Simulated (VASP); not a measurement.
# Ho2O (F-43m) in VASP: a series of runs

The runs below take Ho2O through single point, relaxation of cell and atoms, with PBE.

Everything below comes from runs of VASP 6.6.1. Logs are shortened: lines on timing, memory, paths and dates and some standing lists are left out, and cuts for length are marked.

## Step 1: The cell of the first run

The structure is cubic, space group F-43m (No. 216). The conventional cell has a = 6.398 Å, b = 6.398 Å, c = 6.398 Å, α = 90.00°, β = 90.00°, γ = 90.00°. Ho (site symmetry -43m) has 4 Ho at 2.77 Å and 6 O at 3.20 Å within 3.7 Å. Ho (site symmetry -43m) has 4 O at 2.77 Å and 4 Ho at 2.77 Å within 3.7 Å. Within 3.7 Å of O (site symmetry -43m) lie 10 Ho at 2.77 to 3.20 Å.

The cell was generated, and may not be a known phase.

## Step 2: Single point, PBE

INCAR

```
SYSTEM = Ho2O
  PREC = Accurate
  ENCUT = 600
  EDIFF = 1E-6
  ISMEAR = 0
  SIGMA = 0.2
  LREAL = .False.
  LASPH = .True.
  NELM = 200
  ALGO = Normal
  ISIF = 2
  LWAVE = .False.
  LCHARG = .False.
  GGA = PE
  NBANDS = 19
  GGA_COMPAT = .False.
  LMAXMIX = 6
```

KPOINTS

```
Automatic mesh
0
Gamma
  5 5 5
  0 0 0
```

POSCAR

```
Ho2O
1.0
    0.0000000000      3.1991150500      3.1991150500
    3.1991150500      0.0000000000      3.1991150500
    3.1991150500      3.1991150500      0.0000000000
Ho O
2 1
Direct
    0.2500000000      0.2500000000      0.2500000000
    0.5000000000      0.5000000000      0.5000000000
    0.7500000000      0.7500000000      0.7500000000
```

Potentials or basis: VASP PAW PBE potentials, release 64 (Ho_3, O), 4f in core.

Run with:

```console
$ cat potpaw_PBE.64/Ho_3/POTCAR potpaw_PBE.64/O/POTCAR > POTCAR
$ mpirun -np 1 vasp_std > vasp.out
```

OUTCAR:

```text
SYSTEM = Ho2O
   PREC = Accurate
   ENCUT = 600
   EDIFF = 1E-6
   ISMEAR = 0
   LREAL = .False.
   LASPH = .True.
   NELM = 200
   ISIF = 2
   GGA = PE

 ion  position               nearest neighbor table
   1  0.250  0.250  0.250-   2 2.77   2 2.77   2 2.77   2 2.77
   2  0.500  0.500  0.500-   1 2.77   1 2.77   1 2.77   3 2.77   3 2.77   3 2.77   1 2.77   3 2.77

   3  0.750  0.750  0.750-   2 2.77   2 2.77   2 2.77   2 2.77

  LATTYP: Found a face centered cubic cell.
 ALAT       =     6.3982301000

  Lattice vectors:

 A1 = (   0.0000000000,   3.1991150500,   3.1991150500)
 A2 = (   3.1991150500,   0.0000000000,   3.1991150500)
 A3 = (   3.1991150500,   3.1991150500,   0.0000000000)

Analysis of symmetry for initial positions (statically):
=====================================================================
 Subroutine PRICEL returns:
 Original cell was already a primitive cell.

 Routine SETGRP: Setting up the symmetry group for a
 face centered cubic supercell.

 Subroutine GETGRP returns: Found 24 space group operations
 (whereof 24 operations were pure point group operations)
 out of a pool of 48 trial point group operations.

The static configuration has the point symmetry T_d .

Analysis of symmetry for dynamics (positions and initial velocities):
=====================================================================
 Subroutine PRICEL returns:
 Original cell was already a primitive cell.

 Routine SETGRP: Setting up the symmetry group for a
 face centered cubic supercell.

 Subroutine GETGRP returns: Found 24 space group operations
 (whereof 24 operations were pure point group operations)
 out of a pool of 48 trial point group operations.

The dynamic configuration has the point symmetry T_d .

 Subroutine INISYM returns: Found 24 space group operations
 (whereof 24 operations are pure point group operations),
 and found     1 'primitive' translations

----------------------------------------------------------------------------------------

                                     Primitive cell

  volume of cell :      65.4816

  direct lattice vectors                    reciprocal lattice vectors
     0.000000000  3.199115050  3.199115050    -0.156293222  0.156293222  0.156293222
     3.199115050  0.000000000  3.199115050     0.156293222 -0.156293222  0.156293222
     3.199115050  3.199115050  0.000000000     0.156293222  0.156293222 -0.156293222

  length of vectors
     4.524231891  4.524231891  4.524231891     0.270707802  0.270707802  0.270707802

  position of ions in fractional coordinates (direct lattice)
     0.250000000  0.250000000  0.250000000
     0.500000000  0.500000000  0.500000000
     0.750000000  0.750000000  0.750000000

  ion indices of the primitive-cell ions
   primitive index   ion index
                 1           1
                 2           2
                 3           3

----------------------------------------------------------------------------------------

 KPOINTS: Automatic mesh

Automatic generation of k-mesh.
 Grid dimensions read from file:
 generate k-points for:    5    5    5

 Generating k-lattice:

  Cartesian coordinates                     Fractional coordinates (reciprocal lattice)
    -0.031258644  0.031258644  0.031258644     0.200000000  0.000000000  0.000000000
     0.031258644 -0.031258644  0.031258644     0.000000000  0.200000000  0.000000000
     0.031258644  0.031258644 -0.031258644     0.000000000  0.000000000  0.200000000

  Length of vectors
     0.054141560  0.054141560  0.054141560

  Shift w.r.t. Gamma in fractional coordinates (k-lattice)
     0.000000000  0.000000000  0.000000000

 Subroutine IBZKPT returns following result:
 ===========================================

 Found     10 irreducible k-points:

 Following reciprocal coordinates:
            Coordinates               Weight
  0.000000  0.000000  0.000000      1.000000
  0.200000  0.000000  0.000000      8.000000
  0.400000  0.000000  0.000000      8.000000
  0.200000  0.200000  0.000000      6.000000
  0.400000  0.200000  0.000000     24.000000
 -0.400000  0.200000  0.000000     24.000000
 -0.200000  0.200000  0.000000     12.000000
  0.400000  0.400000  0.000000      6.000000
 -0.400000  0.400000  0.000000     12.000000
 -0.400000  0.400000  0.200000     24.000000
   k-points           NKPTS =     10   k-points in BZ     NKDIM =     10   number of bands    NBANDS=     19
   number of dos      NEDOS =    301   number of ions     NIONS =      3
   total plane-waves  NPLWV =  46656
   dimension x,y,z NGX =    36 NGY =   36 NGZ =   36
   dimension x,y,z NGXF=    72 NGYF=   72 NGZF=   72
   ions per type =               2   1
   NGX,Y,Z   is equivalent  to a cutoff of  13.23, 13.23, 13.23 a.u.
   NGXF,Y,Z  is equivalent  to a cutoff of  26.46, 26.46, 26.46 a.u.
 SYSTEM =  Ho2O
   PREC   = accura    normal or accurate (medium, high low for compatibility)
   ISTART =      0    job   : 0-new  1-cont  2-samecut
   ICHARG =      2    charge: 1-file 2-atom 10-const
   ISPIN  =      1    spin polarized calculation?
   LNONCOLLINEAR =      F non collinear calculations
   LSORBIT =      F    spin-orbit coupling
   LASPH  =      T    aspherical Exc in radial PAW
   ENCUT  =  600.0 eV  44.10 Ry    6.64 a.u.   9.04  9.04  9.04*2*pi/ulx,y,z
   NELM   =    200;   NELMIN=  2; NELMDL= -5     # of ELM steps
   EDIFF  = 0.1E-05   stopping-criterion for ELM
   LREAL  =      F    real-space projection
   EDIFFG = 0.1E-04   stopping-criterion for IOM
   NSW    =      0    number of steps for IOM
   IBRION =     -1    ionic relax: 0-MD 1-quasi-New 2-CG
   NFREE  =      0    steps in history (QN), initial steepest desc. (CG)
   ISIF   =      2    stress and relaxation
   ISYM   =      2    0-nonsym 1-usesym 2-fastsym
   POTIM  = 0.5000    time-step for ionic-motion
   TEBEG  =    0.0;   TEEND  =   0.0 temperature during run
   PSTRESS=    0.0 pullay stress
   NELECT =      24.0000    total number of electrons
   NUPDOWN=      -1.0000    fix difference up-down
   EMIN   =  10.00;   EMAX   =-10.00  energy-range for DOS
   EFERMI =   0.00;   METHOD = LEGACY
   ISMEAR =     0;   SIGMA  =   0.20  broadening in eV -4-tet -1-fermi 0-gaus
   EFERMI_NEDOS =   21; number of points for ismear=-14 and -15
   IALGO  =     38    algorithm
   IMIX   =      4    mixing-type and parameters
     AMIX     =   0.40;   BMIX     =  1.00
     AMIX_MAG =   1.60;   BMIX_MAG =  1.00
  volume/ion in A,a.u.               =      21.83       147.30
  Fermi-wavevector in a.u.,A,eV,Ry     =   1.171580  2.213966 18.675362  1.372600
  Thomas-Fermi vector in A             =   2.308022
   LORBIT       =      0    0 simple, 1 ext, 2 COOP (PROOUT), +10 PAW based schemes
   GGA     = PE    functional components
   LHFCALC =     F    Hartree Fock is set to
   AEXX    =    0.0000 exact exchange contribution
   IVDW    =     0    specifies the selected vdW correction
   LEPSILON=     F    determine dielectric tensor
   LRPA    =     F    only Hartree local field effects (RPA)
 non-spin polarized calculation
 Gauss-broadening in eV      SIGMA  =   0.20
  energy-cutoff  :      600.00
  volume of cell :       65.48
 maximum number of plane-waves:      2199
   NGX = 19   NGY = 19   NGZ = 19

 number of electron      24.0000002 magnetization

 Free energy of the ion-electron system (eV)
  ---------------------------------------------------
  ext. energy  EPLUGINS =         0.00000000
  ---------------------------------------------------
  free energy    TOTEN  =       -11.84254286 eV

  energy without entropy =      -11.76873161  energy(sigma->0) =      -11.80563724

 E-fermi :   3.4518     XC(G=0): -10.1662

 val. band max:        3.2203334790   @ k =   0.2000   0.2000   0.0000
 cond. band min:       3.4608001382   @ k =   0.4000   0.4000   0.0000
 fundamental gap:      0.2404666592
 Fermi energy:         3.4517781177

 k-point     1 :       0.0000    0.0000    0.0000
  band No.  band energies     occupation
      1     -21.8593      2.00000
      2     -21.8593      2.00000
      3     -21.8593      2.00000
      4     -20.6307      2.00000
      5     -20.6307      2.00000
      6     -20.6307      2.00000
[... 11 lines left out ...]
     18       7.2035      0.00000
     19       7.2035      0.00000

 k-point     2 :       0.2000    0.0000    0.0000
  band No.  band energies     occupation
      1     -21.9139      2.00000
      2     -21.9139      2.00000
      3     -21.8694      2.00000
      4     -20.6403      2.00000
      5     -20.5693      2.00000
      6     -20.5693      2.00000
[... 11 lines left out ...]
     18       7.1708      0.00000
     19       7.1708      0.00000

 k-point     3 :       0.4000    0.0000    0.0000
  band No.  band energies     occupation
      1     -21.9928      2.00000
      2     -21.9928      2.00000
      3     -21.8994      2.00000
      4     -20.6344      2.00000
      5     -20.4793      2.00000
      6     -20.4793      2.00000
[... 11 lines left out ...]
     18       7.4136      0.00000
     19       7.4136      0.00000

 k-point     4 :       0.2000    0.2000    0.0000
  band No.  band energies     occupation
      1     -21.9763      2.00000
      2     -21.9763      2.00000
      3     -21.7533      2.00000
      4     -20.7720      2.00000
      5     -20.5000      2.00000
      6     -20.5000      2.00000
[... 11 lines left out ...]
     18       7.7950      0.00000
     19       7.7950      0.00000

 k-point     5 :       0.4000    0.2000    0.0000
  band No.  band energies     occupation
      1     -22.0905      2.00000
      2     -22.0522      2.00000
      3     -21.6716      2.00000
      4     -20.8611      2.00000
      5     -20.4128      2.00000
      6     -20.3907      2.00000
[... 11 lines left out ...]
     18       7.4011      0.00000
     19       7.7263      0.00000

 k-point     6 :      -0.4000    0.2000    0.0000
  band No.  band energies     occupation
      1     -22.1573      2.00000
      2     -22.0433      2.00000
      3     -21.6668      2.00000
      4     -20.8514      2.00000
      5     -20.4217      2.00000
      6     -20.3367      2.00000
[... 11 lines left out ...]
     18       6.7215      0.00000
     19       7.4033      0.00000

 k-point     7 :      -0.2000    0.2000    0.0000
  band No.  band energies     occupation
      1     -22.0764      2.00000
      2     -21.9602      2.00000
      3     -21.7651      2.00000
      4     -20.7494      2.00000
      5     -20.5159      2.00000
      6     -20.4117      2.00000
[... 11 lines left out ...]
     18       6.4985      0.00000
     19       7.6937      0.00000

 k-point     8 :       0.4000    0.4000    0.0000
  band No.  band energies     occupation
      1     -22.1312      2.00000
      2     -22.1312      2.00000
      3     -21.4835      2.00000
      4     -21.0884      2.00000
      5     -20.3222      2.00000
      6     -20.3222      2.00000
[... 11 lines left out ...]
     18       6.8015      0.00000
     19       8.7380      0.00000

 k-point     9 :      -0.4000    0.4000    0.0000
  band No.  band energies     occupation
      1     -22.1896      2.00000
      2     -22.1262      2.00000
      3     -21.4157      2.00000
      4     -21.1322      2.00000
      5     -20.3272      2.00000
      6     -20.2859      2.00000
[... 11 lines left out ...]
     18       5.8815      0.00000
     19       8.5151      0.00000

 k-point    10 :      -0.4000    0.4000    0.2000
  band No.  band energies     occupation
      1     -22.1780      2.00000
      2     -22.1143      2.00000
      3     -21.4870      2.00000
      4     -21.0402      2.00000
      5     -20.3530      2.00000
      6     -20.3044      2.00000
[... 11 lines left out ...]
     18       6.7075      0.00000
     19       8.1540      0.00000

------------------------ aborting loop because EDIFF is reached ----------------------------------------

  FORCE on cell =-STRESS in cart. coord.  units (eV):
  Direction    XX          YY          ZZ          XY          YZ          ZX
  --------------------------------------------------------------------------------------
  -------------------------------------------------------------------------------------
  Total       -0.0581925     -0.0581925     -0.0581925      0.0000000     -0.0000000      0.0000000
  in kB       -1.4238284     -1.4238284     -1.4238284      0.0000000     -0.0000000      0.0000000
  external PRESSURE =      -1.4238284 kB  Pullay stress =       0.0000000 kB

 VOLUME and BASIS-vectors are now :
 -----------------------------------------------------------------------------
  energy-cutoff  :      600.00
  volume of cell :       65.48
      direct lattice vectors                 reciprocal lattice vectors
     0.000000000  3.199115050  3.199115050    -0.156293222  0.156293222  0.156293222
     3.199115050  0.000000000  3.199115050     0.156293222 -0.156293222  0.156293222
     3.199115050  3.199115050  0.000000000     0.156293222  0.156293222 -0.156293222

 POSITION                                       TOTAL-FORCE (eV/Angst)
 -----------------------------------------------------------------------------------
      1.59956      1.59956      1.59956        -0.000000     -0.000000     -0.000000
      3.19912      3.19912      3.19912        -0.000000     -0.000000     -0.000000
      4.79867      4.79867      4.79867         0.000000      0.000000      0.000000
 -----------------------------------------------------------------------------------
    total drift:                                0.000000      0.000000      0.000000

  FREE ENERGIE OF THE ION-ELECTRON SYSTEM (eV)
  ---------------------------------------------------
  free  energy   TOTEN  =       -11.8425428603 eV

  energy  without entropy=      -11.7687316143  energy(sigma->0) =      -11.80563724
```

Wall time 35 s (1 thread of Intel Xeon 8259CL, shared host); peak memory 0.21 GiB.

What came out:

```
Free energy            : -11.8425 eV
Pressure               : -0.1 GPa
Band gap on the k mesh : zero (bands 12 and 13 overlap by 0.88 eV)
```

Levels at points of the mesh, in eV from the Fermi level:
| k point | band 10 | band 11 | band 12 | band 13 | band 14 | band 15 |
| --- | --- | --- | --- | --- | --- | --- |
| (0.00, 0.00, 0.00) | -3.68 | -3.10 | -0.72 | -0.72 | 1.07 | 1.07 |

Caveat: spin-orbit coupling is left out, which moves the levels of the heavy elements; the 4f electrons are frozen in the core, so they carry no moment and show no levels; the run has no spin polarisation, though such a crystal can be magnetic. With open d or f shells a metallic result of PBE can be an artefact of self-interaction; +U or a hybrid may open a gap.

[end of part 1 of 2]

The gap in the log of VASP goes by the Fermi energy; the results here count the filled bands.